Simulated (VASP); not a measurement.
Input of a VASP 6.6.1 run:

Contents of INCAR:

```
PREC     = Accurate       # precision mode
ENCUT    = 600            # plane-wave cutoff, eV
EDIFF    = 1E-6           # SCF threshold, eV
ISMEAR   = 0              # smearing method
SIGMA    = 0.05           # smearing width, eV
LREAL    = F              # projectors in reciprocal space
LASPH    = T              # aspherical terms in the spheres
NELM     = 120            # most SCF steps
ALGO     = Normal         # electronic algorithm
ISIF     = 2              # what is computed and relaxed
LWAVE    = F              # write WAVECAR
LCHARG   = F              # write CHGCAR
GGA      = RP             # functional
IVDW     = 13             # dispersion correction
NBANDS   = 11             # bands
GGA_COMPAT= F
```

The input KPOINTS:

```
Automatic mesh
0
Gamma
  8 8 8
```

Contents of POSCAR:

```
BeTe
1.0
    0.0000000000      2.7798209490      2.7798209490
    2.7798209490      0.0000000000      2.7798209490
    2.7798209490      2.7798209490      0.0000000000
Be Te
1 1
Direct
    0.0000000000      0.0000000000      0.0000000000
    0.7500000000      0.7500000000      0.7500000000
```

Potentials or basis: VASP PAW PBE potentials, release 64 (Be, Te).

Launch:

```console
$ cat potpaw_PBE.64/Be/POTCAR potpaw_PBE.64/Te/POTCAR > POTCAR
$ mpirun -np 1 vasp_std > vasp.out
```

(1) What does it give for the pressure?

(2) Estimate the band gap on the k mesh.

## Answers

(1) 0.1 GPa.

(2) 1.96 eV (least direct gap 3.60 eV).

Caveat: the PAW data sets were made with another functional, which shifts forces and pressure a little; spin-orbit coupling is left out, which moves the levels of the heavy elements.
